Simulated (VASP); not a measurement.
# NiO (Fm-3m) in VASP: a series of runs

NiO is run at these levels: PBE; tasks: single point.

Program: VASP 6.6.1. These are calculated values, not measurements. Logs are shortened: lines on timing, memory, paths and dates and some standing lists are left out, and cuts for length are marked.

**1. The cell of the first run**

It takes space group Fm-3m (No. 225, cubic). The conventional cell has a = 4.180 Å, b = 4.180 Å, c = 4.180 Å, α = 90.00°, β = 90.00°, γ = 90.00°. Ni (site symmetry m-3m) has 6 O at 2.09 Å within 2.8 Å. O (site symmetry m-3m) has 6 Ni at 2.09 Å within 2.8 Å.

**2. Single point, PBE**

INCAR reads:

```
PREC = Accurate
ENCUT = 600
EDIFF = 1E-6
ISMEAR = 0
SIGMA = 0.02
LREAL = False
LASPH = True
NELM = 120
ALGO = Normal
ISIF = 2
LWAVE = False
LCHARG = False
GGA = PE
NBANDS = 24
ISYM = 0
GGA_COMPAT = False
```

KPOINTS reads:

```
Automatic mesh
0
Gamma
  5 9 9
```

POSCAR reads:

```
NiO
1.0
    0.0000000000      4.1800000000      4.1800000000
    2.0900000000      0.0000000000      2.0900000000
    2.0900000000      2.0900000000      0.0000000000
Ni O
2 2
Direct
    0.2500000000      0.5000000000      0.5000000000
    0.7500000000      0.5000000000      0.5000000000
    0.0000000000      0.0000000000      0.0000000000
    0.5000000000      0.0000000000      0.0000000000
```

Potentials or basis: VASP PAW PBE potentials, release 64 (Ni, O).

Launch:

```
$ cat potpaw_PBE.64/Ni/POTCAR potpaw_PBE.64/O/POTCAR > POTCAR
$ mpirun -np 1 vasp_std > vasp.out
```

OUTCAR:

```text
PREC = Accurate
   ENCUT = 600
   EDIFF = 1E-6
   ISMEAR = 0
   LREAL = False
   LASPH = True
   NELM = 120
   ISIF = 2
   GGA = PE
   ISYM = 0

 ion  position               nearest neighbor table
   1  0.250  0.500  0.500-   3 2.09   3 2.09   4 2.09   3 2.09   4 2.09   4 2.09   2 2.96   2 2.96
                             2 2.96   2 2.96   2 2.96   2 2.96
   2  0.750  0.500  0.500-   4 2.09   3 2.09   4 2.09   3 2.09   4 2.09   3 2.09   1 2.96   1 2.96
                             1 2.96   1 2.96   1 2.96   1 2.96
   3  0.000  0.000  0.000-   2 2.09   1 2.09   2 2.09   1 2.09   2 2.09   1 2.09
   4  0.500  0.000  0.000-   1 2.09   1 2.09   2 2.09   1 2.09   2 2.09   2 2.09

IMPORTANT INFORMATION: All symmetrisations will be switched off!
NOSYMM: (Re-)initialisation of all symmetry stuff for point group C_1.

----------------------------------------------------------------------------------------

                                     Primitive cell

  volume of cell :      36.5173

  direct lattice vectors                    reciprocal lattice vectors
     0.000000000  4.180000000  4.180000000    -0.119617225  0.119617225  0.119617225
     2.090000000  0.000000000  2.090000000     0.239234450 -0.239234450  0.239234450
     2.090000000  2.090000000  0.000000000     0.239234450  0.239234450 -0.239234450

  length of vectors
     5.911412691  2.955706345  2.955706345     0.207183111  0.414366222  0.414366222

  position of ions in fractional coordinates (direct lattice)
     0.250000000  0.500000000  0.500000000
     0.750000000  0.500000000  0.500000000
     0.000000000  0.000000000  0.000000000
     0.500000000  0.000000000  0.000000000

  ion indices of the primitive-cell ions
   primitive index   ion index
                 1           1
                 2           2
                 3           3
                 4           4

----------------------------------------------------------------------------------------

 KPOINTS: Automatic mesh

Automatic generation of k-mesh.
 Grid dimensions read from file:
 generate k-points for:    5    9    9

 Generating k-lattice:

  Cartesian coordinates                     Fractional coordinates (reciprocal lattice)
    -0.023923445  0.023923445  0.023923445     0.200000000  0.000000000  0.000000000
     0.026581606 -0.026581606  0.026581606     0.000000000  0.111111111  0.000000000
     0.026581606  0.026581606 -0.026581606     0.000000000  0.000000000  0.111111111

  Length of vectors
     0.041436622  0.046040691  0.046040691

  Shift w.r.t. Gamma in fractional coordinates (k-lattice)
     0.000000000  0.000000000  0.000000000

 -----------------------------------------------------------------------------
|                                                                             |
|           W    W    AA    RRRRR   N    N  II  N    N   GGGG   !!!           |
|           W    W   A  A   R    R  NN   N  II  NN   N  G    G  !!!           |
|           W    W  A    A  R    R  N N  N  II  N N  N  G       !!!           |
|           W WW W  AAAAAA  RRRRR   N  N N  II  N  N N  G  GGG   !            |
|           WW  WW  A    A  R   R   N   NN  II  N   NN  G    G                |
|           W    W  A    A  R    R  N    N  II  N    N   GGGG   !!!           |
|                                                                             |
|     Your reciprocal lattice and k-lattice belong to different lattice       |
|     classes:                                                                |
|                                                                             |
|        The reciprocal lattice is rhombohedral (trigonal),                   |
|        whereas your k-lattice is base-centered monoclinic.                  |
|                                                                             |
|     Results are often still useful ...                                      |
|                                                                             |
 -----------------------------------------------------------------------------

 WARNING: IBZKPT: internal override: KBLOWUP is changed to .FALSE.
      ... skipping the blow-up phase ...

 Subroutine IBZKPT returns following result:
 ===========================================

 Found    203 irreducible k-points:

 Following reciprocal coordinates:
            Coordinates               Weight
  0.000000  0.000000  0.000000      1.000000
  0.200000  0.000000  0.000000      2.000000
  0.400000  0.000000  0.000000      2.000000
  0.000000  0.111111  0.000000      2.000000
  0.200000  0.111111  0.000000      2.000000
  0.400000  0.111111  0.000000      2.000000
[... 16 lines left out ...]
 -0.200000  0.444444  0.000000      2.000000
  0.000000  0.000000  0.111111      2.000000
 [... further k-points ...]
   k-points           NKPTS =    203   k-points in BZ     NKDIM =    203   number of bands    NBANDS=     24
   number of dos      NEDOS =    301   number of ions     NIONS =      4
   total plane-waves  NPLWV =  27648
   dimension x,y,z NGX =    48 NGY =   24 NGZ =   24
   dimension x,y,z NGXF=    96 NGYF=   48 NGZF=   48
   ions per type =               2   2
   NGX,Y,Z   is equivalent  to a cutoff of  13.50, 13.50, 13.50 a.u.
   NGXF,Y,Z  is equivalent  to a cutoff of  27.00, 27.00, 27.00 a.u.
 SYSTEM =  unknown system
   PREC   = accura    normal or accurate (medium, high low for compatibility)
   ISTART =      0    job   : 0-new  1-cont  2-samecut
   ICHARG =      2    charge: 1-file 2-atom 10-const
   ISPIN  =      1    spin polarized calculation?
   LNONCOLLINEAR =      F non collinear calculations
   LSORBIT =      F    spin-orbit coupling
   LASPH  =      T    aspherical Exc in radial PAW
   ENCUT  =  600.0 eV  44.10 Ry    6.64 a.u.  11.81  5.90  5.90*2*pi/ulx,y,z
   NELM   =    120;   NELMIN=  2; NELMDL= -5     # of ELM steps
   EDIFF  = 0.1E-05   stopping-criterion for ELM
   LREAL  =      F    real-space projection
   EDIFFG = 0.1E-04   stopping-criterion for IOM
   NSW    =      0    number of steps for IOM
   IBRION =     -1    ionic relax: 0-MD 1-quasi-New 2-CG
   NFREE  =      0    steps in history (QN), initial steepest desc. (CG)
   ISIF   =      2    stress and relaxation
   ISYM   =      0    0-nonsym 1-usesym 2-fastsym
   POTIM  = 0.5000    time-step for ionic-motion
   TEBEG  =    0.0;   TEEND  =   0.0 temperature during run
   PSTRESS=    0.0 pullay stress
   NELECT =      32.0000    total number of electrons
   NUPDOWN=      -1.0000    fix difference up-down
   EMIN   =  10.00;   EMAX   =-10.00  energy-range for DOS
   EFERMI =   0.00;   METHOD = LEGACY
   ISMEAR =     0;   SIGMA  =   0.02  broadening in eV -4-tet -1-fermi 0-gaus
   EFERMI_NEDOS =   21; number of points for ismear=-14 and -15
   IALGO  =     38    algorithm
   IMIX   =      4    mixing-type and parameters
     AMIX     =   0.40;   BMIX     =  1.00
     AMIX_MAG =   1.60;   BMIX_MAG =  1.00
  volume/ion in A,a.u.               =       9.13        61.61
  Fermi-wavevector in a.u.,A,eV,Ry     =   1.566602  2.960448 33.391966  2.454240
  Thomas-Fermi vector in A             =   2.668905
   LORBIT       =      0    0 simple, 1 ext, 2 COOP (PROOUT), +10 PAW based schemes
   GGA     = PE    functional components
   LHFCALC =     F    Hartree Fock is set to
   AEXX    =    0.0000 exact exchange contribution
   IVDW    =     0    specifies the selected vdW correction
   LEPSILON=     F    determine dielectric tensor
   LRPA    =     F    only Hartree local field effects (RPA)
 non-spin polarized calculation
 Gauss-broadening in eV      SIGMA  =   0.02
  energy-cutoff  :      600.00
  volume of cell :       36.52
 maximum number of plane-waves:      1231
   NGX = 23   NGY = 11   NGZ = 11

 number of electron      32.0000009 magnetization

 Free energy of the ion-electron system (eV)
  ---------------------------------------------------
  ext. energy  EPLUGINS =         0.00000000
  ---------------------------------------------------
  free energy    TOTEN  =       -22.75563432 eV

  energy without entropy =      -22.75489699  energy(sigma->0) =      -22.75526566

 E-fermi :   7.8168     XC(G=0): -12.6706

 val. band max:        7.8147777430   @ k =   0.4000   0.4444   0.4444
 cond. band min:       7.8187016009   @ k =   0.0000   0.2222   0.3333
 fundamental gap:      0.0039238579
 Fermi energy:         7.8167903018

 k-point     1 :       0.0000    0.0000    0.0000
  band No.  band energies     occupation
      1     -12.5916      2.00000
      2     -11.2483      2.00000
      3      -0.2982      2.00000
      4       2.4340      2.00000
      5       2.4348      2.00000
      6       4.7325      2.00000
[... 16 lines left out ...]
     23      22.0270      0.00000
     24      25.6776      0.00000

 k-point     2 :       0.2000    0.0000    0.0000
  band No.  band energies     occupation
      1     -12.4812      2.00000
      2     -11.3995      2.00000
      3       0.0686      2.00000
      4       2.5666      2.00000
      5       2.5673      2.00000
      6       3.9199      2.00000
[... 16 lines left out ...]
     23      22.4382      0.00000
     24      23.7019      0.00000

 k-point     3 :       0.4000    0.0000    0.0000
  band No.  band energies     occupation
      1     -12.1775      2.00000
      2     -11.7674      2.00000
      3       1.0667      2.00000
      4       2.4594      2.00000
      5       2.9526      2.00000
      6       2.9533      2.00000
[... 16 lines left out ...]
     23      23.5765      0.00000
     24      23.5772      0.00000
[... 514 lines left out ...]
 k-point    23 :      -0.2000    0.4444    0.0000
  band No.  band energies     occupation
      1     -11.2461      2.00000
      2     -11.2342      2.00000
      3      -0.1225      2.00000
      4       0.8861      2.00000
      5       2.3684      2.00000
      6       2.4587      2.00000
[... 16 lines left out ...]
     23      20.3232      0.00000
     24      21.1965      0.00000

 k-point    24 :       0.0000    0.0000    0.1111
  band No.  band energies     occupation
      1     -12.4559      2.00000
      2     -11.2431      2.00000
      3      -0.0498      2.00000
      4       2.3281      2.00000
      5       2.5215      2.00000
      6       3.7642      2.00000
[... 16 lines left out ...]
     23      22.3795      0.00000
     24      23.4174      0.00000

 [... further k-points ...]

------------------------ aborting loop because EDIFF is reached ----------------------------------------

  FORCE on cell =-STRESS in cart. coord.  units (eV):
  Direction    XX          YY          ZZ          XY          YZ          ZX
  --------------------------------------------------------------------------------------
  -------------------------------------------------------------------------------------
  Total       -0.7703849     -0.7294940     -0.7294793      0.0220056     -0.0323468      0.0220051
  in kB      -33.8002163    -32.0061505    -32.0055069      0.9654819     -1.4191971      0.9654614
  external PRESSURE =     -32.6039579 kB  Pullay stress =       0.0000000 kB

 VOLUME and BASIS-vectors are now :
 -----------------------------------------------------------------------------
  energy-cutoff  :      600.00
  volume of cell :       36.52
      direct lattice vectors                 reciprocal lattice vectors
     0.000000000  4.180000000  4.180000000    -0.119617225  0.119617225  0.119617225
     2.090000000  0.000000000  2.090000000     0.239234450 -0.239234450  0.239234450
     2.090000000  2.090000000  0.000000000     0.239234450  0.239234450 -0.239234450

 POSITION                                       TOTAL-FORCE (eV/Angst)
 -----------------------------------------------------------------------------------
      2.09000      2.09000      2.09000        -0.000010      0.000011      0.000011
      2.09000      4.18000      4.18000         0.000003     -0.000005     -0.000005
      0.00000      0.00000      0.00000         0.000377     -0.000407     -0.000408
      0.00000      2.09000      2.09000        -0.000370      0.000401      0.000402
 -----------------------------------------------------------------------------------
    total drift:                                0.000016     -0.000013     -0.000012

  FREE ENERGIE OF THE ION-ELECTRON SYSTEM (eV)
  ---------------------------------------------------
  free  energy   TOTEN  =       -22.7556343198 eV

  energy  without entropy=      -22.7548969923  energy(sigma->0) =      -22.75526566
```

Run time: 1.7 min. Hardware: 1 thread of Intel Xeon 6975P-C (Granite Rapids), shared host; peak memory 0.31 GiB.

Results:

| Quantity | Value |
| --- | --- |
| Free energy | -22.7556 eV |
| Pressure | -3.3 GPa |
| Band gap on the k mesh | zero (bands 16 and 17 overlap by 0.49 eV) |

Caveat: the cell stands under tension; the run has no spin polarisation, though such a crystal can be magnetic; semilocal functionals often make such compounds metallic where correlation or magnetic order opens a gap, which also shifts bond lengths. With open d or f shells a metallic result of PBE can be an artefact of self-interaction; +U or a hybrid may open a gap.

**3. Single point, PBE, collinear spin, ferromagnetic start**

INCAR reads:

```
  ALGO = Normal
  EDIFF = 1E-6
  ENCUT = 600
  GGA = PE
  GGA_COMPAT = F
  ISIF = 2
  ISMEAR = 0
  ISPIN = 2
  ISYM = 0
  LASPH = T
  LCHARG = F
  LMAXMIX = 4
  LORBIT = 11
  LREAL = F
  LWAVE = F
  MAGMOM = 2 2 0 0
  NBANDS = 28
  NELM = 200
  PREC = Accurate
  SIGMA = 0.02
```

KPOINTS reads:

```
k-points
0
Gamma
  5 9 9
```

POSCAR is that of step 2.

Potentials or basis: VASP PAW PBE potentials, release 64 (Ni, O).

Launch:

```
$ cat potpaw_PBE.64/Ni/POTCAR potpaw_PBE.64/O/POTCAR > POTCAR
$ mpirun -np 1 vasp_std > vasp.out
```

OUTCAR:

```text
EDIFF = 1E-6
   ENCUT = 600
   GGA = PE
   ISIF = 2
   ISMEAR = 0
   ISPIN = 2
   ISYM = 0
   LASPH = T
   LORBIT = 11
   LREAL = F
   NELM = 200
   PREC = Accurate

 ion  position               nearest neighbor table
   1  0.250  0.500  0.500-   3 2.09   3 2.09   4 2.09   3 2.09   4 2.09   4 2.09   2 2.96   2 2.96
                             2 2.96   2 2.96   2 2.96   2 2.96
   2  0.750  0.500  0.500-   4 2.09   3 2.09   4 2.09   3 2.09   4 2.09   3 2.09   1 2.96   1 2.96
                             1 2.96   1 2.96   1 2.96   1 2.96
   3  0.000  0.000  0.000-   2 2.09   1 2.09   2 2.09   1 2.09   2 2.09   1 2.09
   4  0.500  0.000  0.000-   1 2.09   1 2.09   2 2.09   1 2.09   2 2.09   2 2.09

IMPORTANT INFORMATION: All symmetrisations will be switched off!
NOSYMM: (Re-)initialisation of all symmetry stuff for point group C_1.

----------------------------------------------------------------------------------------
[... 1671 lines left out ...]

  FORCE on cell =-STRESS in cart. coord.  units (eV):
  Direction    XX          YY          ZZ          XY          YZ          ZX
  --------------------------------------------------------------------------------------
  -------------------------------------------------------------------------------------
  Total        0.8885632      0.9276324      0.9269508     -0.0064965     -0.0076983     -0.0064928
  in kB       38.9852253     40.6993644     40.6694610     -0.2850325     -0.3377596     -0.2848696
  external PRESSURE =      40.1180169 kB  Pullay stress =       0.0000000 kB

 VOLUME and BASIS-vectors are now :
 -----------------------------------------------------------------------------
  energy-cutoff  :      600.00
  volume of cell :       36.52
      direct lattice vectors                 reciprocal lattice vectors
     0.000000000  4.180000000  4.180000000    -0.119617225  0.119617225  0.119617225
     2.090000000  0.000000000  2.090000000     0.239234450 -0.239234450  0.239234450
     2.090000000  2.090000000  0.000000000     0.239234450  0.239234450 -0.239234450

 POSITION                                       TOTAL-FORCE (eV/Angst)
 -----------------------------------------------------------------------------------
      2.09000      2.09000      2.09000         0.000000     -0.000000     -0.000000
      2.09000      4.18000      4.18000        -0.000000      0.000000      0.000000
      0.00000      0.00000      0.00000         0.000061     -0.000067     -0.000066
      0.00000      2.09000      2.09000        -0.000061      0.000067      0.000066
 -----------------------------------------------------------------------------------
    total drift:                                0.000000      0.000000     -0.000000

  FREE ENERGIE OF THE ION-ELECTRON SYSTEM (eV)
  ---------------------------------------------------
  free  energy   TOTEN  =       -22.9494618386 eV

  energy  without entropy=      -22.9491976219  energy(sigma->0) =      -22.94932973

 total charge

# of ion       s       p       d       tot
------------------------------------------
    1        0.331   0.403   8.247   8.981
    2        0.331   0.403   8.247   8.981
    3        1.553   3.423   0.000   4.976
    4        1.553   3.423   0.000   4.976
--------------------------------------------------
tot          3.769   7.652  16.494  27.915

 magnetization (x)

# of ion       s       p       d       tot
------------------------------------------
    1        0.012   0.015   1.396   1.423
    2        0.012   0.015   1.396   1.423
    3        0.028   0.231   0.000   0.259
    4        0.028   0.231   0.000   0.259
--------------------------------------------------
tot          0.079   0.493   2.792   3.363
```

stdout:

```text
POSCAR found type information on POSCAR NiO
 POSCAR found :  2 types and       4 ions
 scaLAPACK will be used
 LDA part: xc-table for (Slater+PW92), standard interpolation
 -----------------------------------------------------------------------------
|                                                                             |
|           W    W    AA    RRRRR   N    N  II  N    N   GGGG   !!!           |
|           W    W   A  A   R    R  NN   N  II  NN   N  G    G  !!!           |
|           W    W  A    A  R    R  N N  N  II  N N  N  G       !!!           |
|           W WW W  AAAAAA  RRRRR   N  N N  II  N  N N  G  GGG   !            |
|           WW  WW  A    A  R   R   N   NN  II  N   NN  G    G                |
|           W    W  A    A  R    R  N    N  II  N    N   GGGG   !!!           |
|                                                                             |
|     Your reciprocal lattice and k-lattice belong to different lattice       |
|     classes:                                                                |
|                                                                             |
|        The reciprocal lattice is rhombohedral (trigonal),                   |
|        whereas your k-lattice is base-centered monoclinic.                  |
|                                                                             |
|     Results are often still useful ...                                      |
|                                                                             |
 -----------------------------------------------------------------------------

 POSCAR, INCAR and KPOINTS ok, starting setup
 FFT: planning ... GRIDC
 FFT: planning ... GRID_SOFT
 FFT: planning ... GRID
 WAVECAR not read
 entering main loop
```

It took 3.6 min on 1 thread of Intel Xeon 6975P-C (Granite Rapids), shared host; peak memory 0.45 GiB.

Results:

- Free energy: -22.9495 eV
- Pressure: 4.0 GPa
- Net moment: 3.45 μB per cell
- Site moments: Ni +1.42; O +0.26 μB
- Valence electrons inside the program's atomic spheres: Ni 8.98; O 4.98

Stress tensor (GPa, compression positive):
```
 3.90 -0.03 -0.03
-0.03  4.07 -0.03
-0.03 -0.03  4.07
```

Levels at points of the mesh, in eV from the Fermi level:
Spin up:
| k point | band 16 | band 17 | band 18 | band 19 | band 20 | band 21 |
| --- | --- | --- | --- | --- | --- | --- |
| (0.00, 0.00, 0.00) | -1.43 | 0.28 | 0.28 | 1.51 | 5.58 | 9.93 |
Spin down:
```tsv
k point	band 12	band 13	band 14	band 15	band 16	band 17
(0.00, 0.00, 0.00)	-0.96	-0.96	-0.62	-0.62	-0.59	1.85
```

Caveat: the cell stands under pressure; semilocal functionals often make such compounds metallic where correlation or magnetic order opens a gap, which also shifts bond lengths.
